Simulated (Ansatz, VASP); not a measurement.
One calculation of CdTe, two programs

Contents of INCAR:

```
SYSTEM = CdTe
  PREC = Accurate
  ENCUT = 520
  EDIFF = 1E-6
  ISMEAR = 0
  SIGMA = 0.05
  LREAL = .FALSE.
  LASPH = .TRUE.
  NELM = 60
  ALGO = Normal
  ISIF = 2
  LWAVE = .FALSE.
  LCHARG = .FALSE.
  GGA = PE
  NBANDS = 16
```

Contents of KPOINTS:

```
regular mesh
0
G
  10 10 10
  0 0 0
```

Contents of POSCAR:

```
CdTe
1.0
    0.0000000000      3.3086866831      3.3583169833
    3.3086866831      0.0000000000      3.3583169833
    3.3086866831      3.3086866831      0.0000000000
Cd Te
1 1
Direct
    0.0000000000      0.0000000000      0.0000000000
    0.7500000000      0.7500000000      0.7500000000
```

Input for Ansatz:

```yaml
crystal:
  lattice:
    - [0.0, 3.3086866831, 3.3583169833]
    - [3.3086866831, 0.0, 3.3583169833]
    - [3.3086866831, 3.3086866831, 0.0]
  atoms:
    - { symbol: Cd, position: [0.0, 0.0, 0.0] }
    - { symbol: Te, position: [0.75, 0.75, 0.75] }
basis:
  ecutwfc: 420
kpoints:
  mp_grid: { grid: [10, 10, 10] }
hamiltonian:
  xc: pbe
scf:
  occupations: { method: gaussian, width: 0.05 }
output:
  forces: true
  stress: true
  eigenvalues: true
```

Change from the starting cell: strain +0.000 along x and y, +0.015 along z, atoms carried along.

Alike in both runs: task single point; functional PBE; k mesh 10 × 10 × 10; occupations gaussian, width 0.05 eV; no spin polarisation.

|  | VASP | Ansatz |
| --- | --- | --- |
| version | VASP 6.6.1 | Ansatz 0.2.0 |
| potentials or method | VASP PAW PBE potentials, release 64 (Cd, Te), cutoff 520 eV | scalar-relativistic, plane waves, PAW |
| valence electrons in the cell | 18 | 36 |

VASP gave:

| Property | Result |
| --- | --- |
| gap on the k mesh at the Fermi level (eV) | 0.52 |
| least direct gap on the mesh (eV) | 0.52 |
| pressure (GPa) | -0.4 |
| traceless stress, the component that is largest in VASP (GPa) | -0.17 |

**Question.** What did Ansatz give for the same quantities?

**Answer.** gap on the k mesh at the Fermi level (eV): 0.53; least direct gap on the mesh (eV): 0.53; pressure (GPa): -0.5; traceless stress, the component that is largest in VASP (GPa): -0.17.

With one functional, cell and mesh, what is left measures potentials, basis and numerics. VASP's potentials hold 18 valence electrons a cell and Ansatz's 36, so a difference there can come from the potentials and not from the codes.

Neither program's run includes spin-orbit coupling.
